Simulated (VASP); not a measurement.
# Ru (P6_3/mmc) in VASP: single point with r2SCAN

Aim: the single point of Ru with r2SCAN.

Everything below comes from runs of VASP 6.6.1. Logs are shortened: lines on timing, memory, paths and dates and some standing lists are left out, and cuts for length are marked.

### 1 The cell of the first run

The structure is hexagonal, space group P6_3/mmc (No. 194). The conventional cell has a = 2.706 Å, b = 2.706 Å, c = 4.282 Å, α = 90.00°, β = 90.00°, γ = 120.00°. Ru (site symmetry -6m2) has 12 Ru at 2.65 to 2.71 Å within 3.5 Å.

### 2 Single point, r2SCAN

POSCAR reads:

```
Ru
1.0
    2.7058000000      0.0000000000      0.0000000000
   -1.3529000000      2.3432915400      0.0000000000
    0.0000000000      0.0000000000      4.2819000000
Ru
2
Direct
    0.3333333300      0.6666666700      0.2500000000
    0.6666666700      0.3333333300      0.7500000000
```

INCAR.step1 reads:

```
SYSTEM = Ru
PREC = Accurate ; ENCUT = 520
ISMEAR = -1 ; SIGMA = 0.1
LREAL = .FALSE. ; LASPH = .TRUE.
NELM = 60 ; NBANDS = 21
GGA = PE ; ALGO = Normal
EDIFF = 1E-4 ; LWAVE = .TRUE.
LCHARG = .FALSE.
```

INCAR.step2 reads:

```
SYSTEM = Ru
PREC = Accurate ; ENCUT = 520
EDIFF = 1E-6 ; ISMEAR = -1
SIGMA = 0.1 ; LREAL = .FALSE.
LASPH = .TRUE. ; NELM = 60
ALGO = Normal ; ISIF = 2
LWAVE = .FALSE. ; LCHARG = .TRUE.
METAGGA = R2SCAN ; LMIXTAU = .TRUE.
LELF = .TRUE. ; LVHAR = .TRUE.
NBANDS = 21 ; ISTART = 1
```

KPOINTS reads:

```
Automatic mesh
0
G
  11 11 6
  0 0 0
```

Potentials or basis: VASP PAW PBE potentials, release 64 (Ru_pv).

The run is started by

```bash
> cat potpaw_PBE.64/Ru_pv/POTCAR > POTCAR
> cp INCAR.step1 INCAR
> mpirun -np 1 vasp_std > vasp.out
> cp INCAR.step2 INCAR
> mpirun -np 1 vasp_std > vasp.out
```

OUTCAR:

```text
SYSTEM = Ru
   PREC = Accurate
   ENCUT = 520
   EDIFF = 1E-6
   ISMEAR = -1
   LREAL = .FALSE.
   LASPH = .TRUE.
   NELM = 60
   ISIF = 2
   METAGGA = R2SCAN
   ISTART = 1

 ion  position               nearest neighbor table
   1  0.333  0.667  0.250-   2 2.65   2 2.65   2 2.65   2 2.65   2 2.65   2 2.65
   2  0.667  0.333  0.750-   1 2.65   1 2.65   1 2.65   1 2.65   1 2.65   1 2.65

  LATTYP: Found a hexagonal cell.
 ALAT       =     2.7058000000
 C/A-ratio  =     1.5824894671

  Lattice vectors:

 A1 = (   2.7058000000,   0.0000000000,   0.0000000000)
 A2 = (  -1.3529000000,   2.3432915400,   0.0000000000)
 A3 = (   0.0000000000,   0.0000000000,   4.2819000000)

Analysis of symmetry for initial positions (statically):
=====================================================================
 Subroutine PRICEL returns:
 Original cell was already a primitive cell.

 Routine SETGRP: Setting up the symmetry group for a
 hexagonal supercell.

 Subroutine GETGRP returns: Found 24 space group operations
 (whereof 12 operations were pure point group operations)
 out of a pool of 24 trial point group operations.

The static configuration has the point symmetry D_3d.
 The point group associated with its full space group is D_6h.

Analysis of symmetry for dynamics (positions and initial velocities):
=====================================================================
 Subroutine PRICEL returns:
 Original cell was already a primitive cell.

 Routine SETGRP: Setting up the symmetry group for a
 hexagonal supercell.

 Subroutine GETGRP returns: Found 24 space group operations
 (whereof 12 operations were pure point group operations)
 out of a pool of 24 trial point group operations.

The dynamic configuration has the point symmetry D_3d.
 The point group associated with its full space group is D_6h.

 Subroutine INISYM returns: Found 24 space group operations
 (whereof 12 operations are pure point group operations),
 and found     1 'primitive' translations

----------------------------------------------------------------------------------------

[... 82 lines left out ...]
 SYSTEM =  Ru
   PREC   = accura    normal or accurate (medium, high low for compatibility)
   ISTART =      1    job   : 0-new  1-cont  2-samecut
   ICHARG =      0    charge: 1-file 2-atom 10-const
   ISPIN  =      1    spin polarized calculation?
   LNONCOLLINEAR =      F non collinear calculations
   LSORBIT =      F    spin-orbit coupling
   LASPH  =      T    aspherical Exc in radial PAW
   ENCUT  =  520.0 eV  38.22 Ry    6.18 a.u.   5.03  5.03  7.96*2*pi/ulx,y,z
   NELM   =     60;   NELMIN=  2; NELMDL=  0     # of ELM steps
   EDIFF  = 0.1E-05   stopping-criterion for ELM
   LREAL  =      F    real-space projection
   EDIFFG = 0.1E-04   stopping-criterion for IOM
   NSW    =      0    number of steps for IOM
   IBRION =     -1    ionic relax: 0-MD 1-quasi-New 2-CG
   NFREE  =      0    steps in history (QN), initial steepest desc. (CG)
   ISIF   =      2    stress and relaxation
   ISYM   =      2    0-nonsym 1-usesym 2-fastsym
   POTIM  = 0.5000    time-step for ionic-motion
   TEBEG  =    0.0;   TEEND  =   0.0 temperature during run
   PSTRESS=    0.0 pullay stress
   NELECT =      28.0000    total number of electrons
   NUPDOWN=      -1.0000    fix difference up-down
   EMIN   =  10.00;   EMAX   =-10.00  energy-range for DOS
   EFERMI =   0.00;   METHOD = LEGACY
   ISMEAR =    -1;   SIGMA  =   0.10  broadening in eV -4-tet -1-fermi 0-gaus
   EFERMI_NEDOS =   21; number of points for ismear=-14 and -15
   IALGO  =     38    algorithm
   IMIX   =      4    mixing-type and parameters
     AMIX     =   0.40;   BMIX     =  1.00
     AMIX_MAG =   1.60;   BMIX_MAG =  1.00
  volume/ion in A,a.u.               =      13.57        91.61
  Fermi-wavevector in a.u.,A,eV,Ry     =   1.654022  3.125649 37.222674  2.735789
  Thomas-Fermi vector in A             =   2.742361
   LORBIT       =      0    0 simple, 1 ext, 2 COOP (PROOUT), +10 PAW based schemes
   METAGGA = R2SCAN    functional components
   LHFCALC =     F    Hartree Fock is set to
   AEXX    =    0.0000 exact exchange contribution
   IVDW    =     0    specifies the selected vdW correction
   LEPSILON=     F    determine dielectric tensor
   LRPA    =     F    only Hartree local field effects (RPA)
 non-spin polarized calculation
  energy-cutoff  :      520.00
  volume of cell :       27.15
 maximum number of plane-waves:       744
 NGX is ok and might be reduce to    20
   NGX =  9   NGY =  9   NGZ = 15

 number of electron      28.0000008 magnetization

 Free energy of the ion-electron system (eV)
  ---------------------------------------------------
  ext. energy  EPLUGINS =         0.00000000
  ---------------------------------------------------
  free energy    TOTEN  =       -50.87535636 eV

  energy without entropy =      -50.81715604  energy(sigma->0) =      -50.84625620

 E-fermi :  12.6812     XC(G=0): -15.4092

 val. band max:       12.6798472440   @ k =   0.3636   0.0909   0.3333
 cond. band min:      12.6840036876   @ k =   0.0909   0.0909   0.3333
 fundamental gap:      0.0041564436
 Fermi energy:        12.6812135004

 k-point     1 :       0.0000    0.0000    0.0000
  band No.  band energies     occupation
      1     -32.3556      2.00000
      2     -31.3482      2.00000
      3     -31.3482      2.00000
      4     -31.1652      2.00000
      5     -31.1652      2.00000
      6     -31.1218      2.00000
[... 565 lines left out ...]
     20      21.1347      0.00000
     21      25.0226      0.00000

 [... further k-points ...]

------------------------ aborting loop because EDIFF is reached ----------------------------------------

  FORCE on cell =-STRESS in cart. coord.  units (eV):
  Direction    XX          YY          ZZ          XY          YZ          ZX
  --------------------------------------------------------------------------------------
  -------------------------------------------------------------------------------------
  Total       -0.0067216     -0.0067216     -0.1591356      0.0000000      0.0000000      0.0000000
  in kB       -0.3966669     -0.3966669     -9.3911626      0.0000000      0.0000000      0.0000000
  external PRESSURE =      -3.3948321 kB  Pullay stress =       0.0000000 kB

 VOLUME and BASIS-vectors are now :
 -----------------------------------------------------------------------------
  energy-cutoff  :      520.00
  volume of cell :       27.15
      direct lattice vectors                 reciprocal lattice vectors
     2.705800000  0.000000000  0.000000000     0.369576465  0.213375072  0.000000000
    -1.352900000  2.343291540  0.000000000     0.000000000  0.426750143  0.000000000
     0.000000000  0.000000000  4.281900000     0.000000000  0.000000000  0.233541185

 POSITION                                       TOTAL-FORCE (eV/Angst)
 -----------------------------------------------------------------------------------
     -0.00000      1.56219      1.07048        -0.000000      0.000000      0.000000
      1.35290      0.78110      3.21143         0.000000     -0.000000      0.000000
 -----------------------------------------------------------------------------------
    total drift:                               -0.000004      0.000003     -0.000000

  FREE ENERGIE OF THE ION-ELECTRON SYSTEM (eV)
  ---------------------------------------------------
  free  energy   TOTEN  =       -50.8753563551 eV

  energy  without entropy=      -50.8171560410  energy(sigma->0) =      -50.84625620
```

OUTCAR.step1:

```text
SYSTEM = Ru
   PREC = Accurate
   ENCUT = 520
   ISMEAR = -1
   LREAL = .FALSE.
   LASPH = .TRUE.
[... 800 lines left out ...]
     -0.00000      1.56219      1.07048        -0.000000     -0.000000      0.000000
      1.35290      0.78110      3.21143         0.000000      0.000000      0.000000
 -----------------------------------------------------------------------------------
    total drift:                               -0.000004      0.000003     -0.000000

  FREE ENERGIE OF THE ION-ELECTRON SYSTEM (eV)
  ---------------------------------------------------
  free  energy   TOTEN  =       -18.4835330706 eV

  energy  without entropy=      -18.4231054192  energy(sigma->0) =      -18.45331924
```

OSZICAR.step1:

```text
N       E                     dE             d eps       ncg     rms          rms(c)
DAV:   1     0.289841797308E+03    0.28984E+03   -0.17635E+04  2688   0.148E+03
DAV:   2    -0.139746440695E+02   -0.30382E+03   -0.29435E+03  2753   0.446E+02
DAV:   3    -0.197853492220E+02   -0.58107E+01   -0.57726E+01  3143   0.692E+01
DAV:   4    -0.198275501890E+02   -0.42201E-01   -0.42153E-01  3403   0.564E+00
DAV:   5    -0.198280442692E+02   -0.49408E-03   -0.49178E-03  3054   0.539E-01    0.178E+01
DAV:   6    -0.185685192796E+02    0.12595E+01   -0.28123E+00  3063   0.164E+01    0.482E+00
DAV:   7    -0.184909995632E+02    0.77520E-01   -0.44453E-01  3083   0.495E+00    0.104E+00
DAV:   8    -0.184842074764E+02    0.67921E-02   -0.18795E-02  2958   0.108E+00    0.406E-01
DAV:   9    -0.184835239261E+02    0.68355E-03   -0.12447E-03  2988   0.379E-01    0.346E-02
DAV:  10    -0.184835330706E+02   -0.91446E-05   -0.83562E-05  1849   0.953E-02
   1 F= -.18483533E+02 E0= -.18453319E+02  d E =-.604277E-01
```

Wall time 2.6 min (1 thread of AMD EPYC 7R43 (Zen 3), shared host); peak memory 0.12 GiB.

What came out:

- Free energy: -50.8754 eV
- Pressure: -0.3 GPa
- Band gap on the k mesh: zero (band 14 reaches 14.29 eV, above the bottom of band 15 at 11.08 eV)

Stress tensor (GPa, compression positive):
```
-0.04  0.00  0.00
 0.00 -0.04  0.00
 0.00  0.00 -0.94
```

Levels at points of the mesh, in eV from the Fermi level:
```csv
k point,band 12,band 13,band 14,band 15,band 16,band 17
"(0.00, 0.00, 0.00)",-1.95,-1.95,-1.41,-1.41,1.28,1.28
"(0.00, 0.00, 0.50)",-2.83,-2.78,-2.78,0.61,0.61,0.61
```

Caveat: the PAW data sets were made with another functional, which shifts forces and pressure a little.
